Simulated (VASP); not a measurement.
A run of VASP 6.6.1 is set up as follows.

Contents of INCAR:

```
SYSTEM = S
ALGO = Normal ; EDIFF = 1E-6
ENCUT = 500 ; GGA = PS
GGA_COMPAT = .FALSE. ; ISIF = 2
ISMEAR = -1 ; LASPH = .TRUE.
LCHARG = .FALSE. ; LREAL = .FALSE.
LWAVE = .FALSE. ; NBANDS = 9
NELM = 120 ; PREC = Accurate
SIGMA = 0.1
```

KPOINTS

```
k-points
0
G
  7 7 7
  0 0 0
```

The input POSCAR:

```
S
1.0
    0.0000000000      1.8601810367      1.8601810367
    1.8601810367      0.0000000000      1.8601810367
    1.8601810367      1.8601810367      0.0000000000
S
1
Direct
    0.0000000000      0.0000000000      0.0000000000
```

Potentials or basis: VASP PAW PBE potentials, release 64 (S).

Command:

```bash
$ cat potpaw_PBE.64/S/POTCAR > POTCAR
$ mpirun -np 1 vasp_std > vasp.out
```

Predict the pressure.

20.1 GPa.

Predict the band gap on the k mesh.

zero (bands 3 and 4 overlap by 6.83 eV).

Caveat: the k points lie up to 0.42 Å⁻¹ apart, too coarse for converged energies and pressures of a metal; the PAW data sets were made with another functional, which shifts forces and pressure a little.
